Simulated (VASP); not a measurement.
# Si (Fd-3m) in VASP: further runs

Runs on Si. Level: PBE. Tasks: single point.

Program: VASP 6.6.1. These are calculated values, not measurements. Logs are shortened: lines on timing, memory, paths and dates and some standing lists are left out, and cuts for length are marked.

## 1. The cell of the first run

It takes space group Fd-3m (No. 227, cubic). Conventional cell: a = 5.470 Å, b = 5.470 Å, c = 5.470 Å, α = 90.00°, β = 90.00°, γ = 90.00°. Si (site symmetry -43m) has 4 Si at 2.37 Å within 3.1 Å.

## 2. Single point, PBE

Input file INCAR:

```
SYSTEM = Si
PREC = Accurate
ENCUT = 500
EDIFF = 1E-6
ISMEAR = 0
SIGMA = 0.02
LREAL = .False.
LASPH = .True.
NELM = 120
ALGO = Normal
ISIF = 2
LWAVE = .False.
LCHARG = .False.
GGA = PE
NBANDS = 11
GGA_COMPAT = .False.
```

Input file KPOINTS:

```
regular mesh
0
Gamma
  8 8 8
  0 0 0
```

Input file POSCAR:

```
Si
1.0
    0.0000000000      2.7348308352      2.7348308352
    2.7348308352      0.0000000000      2.7348308352
    2.7348308352      2.7348308352      0.0000000000
Si
2
Direct
    0.0000000000      0.0000000000      0.0000000000
    0.2500000000      0.2500000000      0.2500000000
```

Potentials or basis: VASP PAW PBE potentials, release 64 (Si).

The run is started by

```bash
$ cat potpaw_PBE.64/Si/POTCAR > POTCAR
$ mpirun -np 1 vasp_std > vasp.out
```

OUTCAR:

```text
SYSTEM = Si
   PREC = Accurate
   ENCUT = 500
   EDIFF = 1E-6
   ISMEAR = 0
   LREAL = .False.
   LASPH = .True.
   NELM = 120
   ISIF = 2
   GGA = PE

 ion  position               nearest neighbor table
   1  0.000  0.000  0.000-   2 2.37   2 2.37   2 2.37   2 2.37
   2  0.250  0.250  0.250-   1 2.37   1 2.37   1 2.37   1 2.37

  LATTYP: Found a face centered cubic cell.
 ALAT       =     5.4696616704

  Lattice vectors:

 A1 = (   0.0000000000,   2.7348308352,   2.7348308352)
 A2 = (   2.7348308352,   0.0000000000,   2.7348308352)
 A3 = (   2.7348308352,   2.7348308352,   0.0000000000)

Analysis of symmetry for initial positions (statically):
[... 6 lines left out ...]

 Subroutine GETGRP returns: Found 48 space group operations
 (whereof 24 operations were pure point group operations)
 out of a pool of 48 trial point group operations.

The static configuration has the point symmetry T_d .
 The point group associated with its full space group is O_h .

Analysis of symmetry for dynamics (positions and initial velocities):
[... 6 lines left out ...]

 Subroutine GETGRP returns: Found 48 space group operations
 (whereof 24 operations were pure point group operations)
 out of a pool of 48 trial point group operations.

The dynamic configuration has the point symmetry T_d .
 The point group associated with its full space group is O_h .

 Subroutine INISYM returns: Found 48 space group operations
 (whereof 24 operations are pure point group operations),
 and found     1 'primitive' translations

----------------------------------------------------------------------------------------

                                     Primitive cell

  volume of cell :      40.9092

  direct lattice vectors                    reciprocal lattice vectors
     0.000000000  2.734830835  2.734830835    -0.182826665  0.182826665  0.182826665
     2.734830835  0.000000000  2.734830835     0.182826665 -0.182826665  0.182826665
     2.734830835  2.734830835  0.000000000     0.182826665  0.182826665 -0.182826665

  length of vectors
     3.867634858  3.867634858  3.867634858     0.316665072  0.316665072  0.316665072

  position of ions in fractional coordinates (direct lattice)
     0.000000000  0.000000000  0.000000000
     0.250000000  0.250000000  0.250000000

  ion indices of the primitive-cell ions
   primitive index   ion index
                 1           1
                 2           2

----------------------------------------------------------------------------------------

 KPOINTS: regular mesh

[... 67 lines left out ...]
   EDIFF  = 0.1E-05   stopping-criterion for ELM
   LREAL  =      F    real-space projection
   EDIFFG = 0.1E-04   stopping-criterion for IOM
   NSW    =      0    number of steps for IOM
   IBRION =     -1    ionic relax: 0-MD 1-quasi-New 2-CG
   NFREE  =      0    steps in history (QN), initial steepest desc. (CG)
   ISIF   =      2    stress and relaxation
   ISYM   =      2    0-nonsym 1-usesym 2-fastsym
   POTIM  = 0.5000    time-step for ionic-motion
   TEBEG  =    0.0;   TEEND  =   0.0 temperature during run
   PSTRESS=    0.0 pullay stress
   NELECT =       8.0000    total number of electrons
   NUPDOWN=      -1.0000    fix difference up-down
   EMIN   =  10.00;   EMAX   =-10.00  energy-range for DOS
   EFERMI =   0.00;   METHOD = LEGACY
   ISMEAR =     0;   SIGMA  =   0.02  broadening in eV -4-tet -1-fermi 0-gaus
   EFERMI_NEDOS =   21; number of points for ismear=-14 and -15
   IALGO  =     38    algorithm
   IMIX   =      4    mixing-type and parameters
     AMIX     =   0.40;   BMIX     =  1.00
     AMIX_MAG =   1.60;   BMIX_MAG =  1.00
  volume/ion in A,a.u.               =      20.45       138.03
  Fermi-wavevector in a.u.,A,eV,Ry     =   0.950235  1.795684 12.285334  0.902947
  Thomas-Fermi vector in A             =   2.078593
   LORBIT       =      0    0 simple, 1 ext, 2 COOP (PROOUT), +10 PAW based schemes
   GGA     = PE    functional components
   LHFCALC =     F    Hartree Fock is set to
   AEXX    =    0.0000 exact exchange contribution
   IVDW    =     0    specifies the selected vdW correction
   LEPSILON=     F    determine dielectric tensor
   LRPA    =     F    only Hartree local field effects (RPA)
 non-spin polarized calculation
 Gauss-broadening in eV      SIGMA  =   0.02
  energy-cutoff  :      500.00
  volume of cell :       40.91
 maximum number of plane-waves:      1056
   NGX = 15   NGY = 15   NGZ = 15

 number of electron       8.0000000 magnetization

 Free energy of the ion-electron system (eV)
  ---------------------------------------------------
  ext. energy  EPLUGINS =         0.00000000
  ---------------------------------------------------
  free energy    TOTEN  =       -10.84606678 eV

  energy without entropy =      -10.84606678  energy(sigma->0) =      -10.84606678

 E-fermi :   5.7234     XC(G=0):  -9.3246

 val. band max:        5.6122497250   @ k =   0.0000   0.0000   0.0000
 cond. band min:       6.2630464493   @ k =   0.3750   0.3750   0.0000
 fundamental gap:      0.6507967243
 Fermi energy:         5.7233809195

 k-point     1 :       0.0000    0.0000    0.0000
  band No.  band energies     occupation
      1      -6.1992      2.00000
      2       5.6122      2.00000
      3       5.6122      2.00000
      4       5.6122      2.00000
      5       8.1685      0.00000
      6       8.1685      0.00000
      7       8.1685      0.00000
      8       8.7403      0.00000
      9      13.3206      0.00000
     10      13.3206      0.00000
     11      13.4873      0.00000
[... 309 lines left out ...]
 k-point    24 :      -0.3750    0.2500    0.1250
  band No.  band energies     occupation
      1      -3.3920      2.00000
      2      -1.0934      2.00000
      3       2.2261      2.00000
      4       3.5027      2.00000
      5       8.6349      0.00000
      6       8.7586      0.00000
      7      11.4576      0.00000
      8      12.6772      0.00000
      9      12.9174      0.00000
     10      16.1184      0.00000
     11      17.1623      0.00000

 [... further k-points ...]
[... 5 lines left out ...]
  --------------------------------------------------------------------------------------
  -------------------------------------------------------------------------------------
  Total       -0.0112256     -0.0112256     -0.0112256      0.0000000     -0.0000000     -0.0000000
  in kB       -0.4396409     -0.4396409     -0.4396409      0.0000000     -0.0000000     -0.0000000
  external PRESSURE =      -0.4396409 kB  Pullay stress =       0.0000000 kB

 VOLUME and BASIS-vectors are now :
 -----------------------------------------------------------------------------
  energy-cutoff  :      500.00
  volume of cell :       40.91
      direct lattice vectors                 reciprocal lattice vectors
     0.000000000  2.734830835  2.734830835    -0.182826665  0.182826665  0.182826665
     2.734830835  0.000000000  2.734830835     0.182826665 -0.182826665  0.182826665
     2.734830835  2.734830835  0.000000000     0.182826665  0.182826665 -0.182826665

 POSITION                                       TOTAL-FORCE (eV/Angst)
 -----------------------------------------------------------------------------------
      0.00000      0.00000      0.00000         0.000000      0.000000      0.000000
      1.36742      1.36742      1.36742        -0.000000     -0.000000     -0.000000
 -----------------------------------------------------------------------------------
    total drift:                                0.000000      0.000000      0.000000

  FREE ENERGIE OF THE ION-ELECTRON SYSTEM (eV)
  ---------------------------------------------------
  free  energy   TOTEN  =       -10.8460667758 eV

  energy  without entropy=      -10.8460667758  energy(sigma->0) =      -10.84606678
```

stdout:

```text
POSCAR found type information on POSCAR Si
 POSCAR found :  1 types and       2 ions
 scaLAPACK will be used
 LDA part: xc-table for (Slater+PW92), standard interpolation
 POSCAR, INCAR and KPOINTS ok, starting setup
 FFT: planning ... GRIDC
 FFT: planning ... GRID_SOFT
 FFT: planning ... GRID
 WAVECAR not read
 entering main loop
```

It took 22 s on 1 thread of AMD EPYC 7R13, shared host; peak memory 0.12 GiB.

Results:

| Property | Result |
| --- | --- |
| Free energy | -10.8461 eV |
| Pressure | 0.0 GPa |
| Band gap on the k mesh | 0.65 eV, indirect (least direct gap 2.56 eV) |

## 3. Single point, PBE

Input file INCAR:

```
SYSTEM = Si
ALGO = Normal ; EDIFF = 1E-6
ENCUT = 500 ; GGA = PE
GGA_COMPAT = .FALSE. ; ISIF = 2
ISMEAR = 0 ; LASPH = .TRUE.
LCHARG = .FALSE. ; LREAL = .FALSE.
LWAVE = .FALSE. ; NBANDS = 11
NELM = 120 ; PREC = Accurate
SIGMA = 0.02
```

Input file KPOINTS:

```
k-points
0
G
  10 10 10
  0 0 0
```

Input file POSCAR:

```
Si
1.0
    0.0000000000      2.7348308326      2.7348308326
    2.7348308326      0.0000000000      2.7348308326
    2.7348308326      2.7348308326      0.0000000000
Si
2
Direct
    0.0000000000      0.0000000000      0.0000000000
    0.2500000000      0.2500000000      0.2500000000
```

Potentials or basis: VASP PAW PBE potentials, release 64 (Si).

The run is started by

```bash
$ cat potpaw_PBE.64/Si/POTCAR > POTCAR
$ mpirun -np 1 vasp_std > vasp.out
```

Wall time 17 s (1 thread of Intel Xeon Platinum 8375C at 2.90GHz (Ice Lake), shared host); peak memory 0.15 GiB.

It converged, with:

```yaml
Free_energy: -10.8492 eV
Pressure: 0.0 GPa
Band_gap_on_the_k_mesh: 0.62 eV, indirect (least direct gap 2.56 eV)
```

Levels at points of the mesh, in eV from the valence-band top:
```tsv
k point	band 1	band 2	band 3	band 4	band 5	band 6	band 7	band 8
(0.00, 0.00, 0.00)	-11.81	0.00	0.00	0.00	2.56	2.56	2.56	3.13
(0.50, 0.00, 0.00)	-9.53	-6.87	-1.18	-1.18	1.46	3.35	3.35	7.70
(0.50, 0.50, 0.00)	-7.74	-7.74	-2.79	-2.79	0.75	0.75	9.93	9.93
```
